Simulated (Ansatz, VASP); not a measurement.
## One calculation of AgCl, two programs

```
Ag Cl
1.0
     0.00000    2.77266    2.77266
     2.77266    0.00000    2.77266
     2.77266    2.77266    0.00000
Ag Cl
1 1
Direct
  0.00000 0.00000 0.00000
  0.50000 0.50000 0.50000
```

Alike in both runs: task single point; functional PBE; k mesh 4 × 4 × 4; no spin polarisation.

```csv
,VASP,Ansatz
version,VASP 6.6.1,Ansatz 0.2.0
potentials or method,"VASP PAW PBE potentials, release 64 (Ag, Cl), cutoff 500 eV","scalar-relativistic, plane waves, PAW"
occupations,"fermi-dirac, width 0.0861733 eV",fermi-dirac
valence electrons in the cell,18,26
```

```tsv
	VASP	Ansatz	Ansatz less VASP
gap on the k mesh at the Fermi level (eV)	0.91	0.91	+0.003
least direct gap on the mesh (eV)	3.23	3.22	-0.001
pressure (GPa)	1.7	1.8	+0.14
```

VASP's potentials hold 18 valence electrons a cell and Ansatz's 26, so a difference there can come from the potentials and not from the codes.

The k mesh is coarse, so the values compare programs but aren't converged.
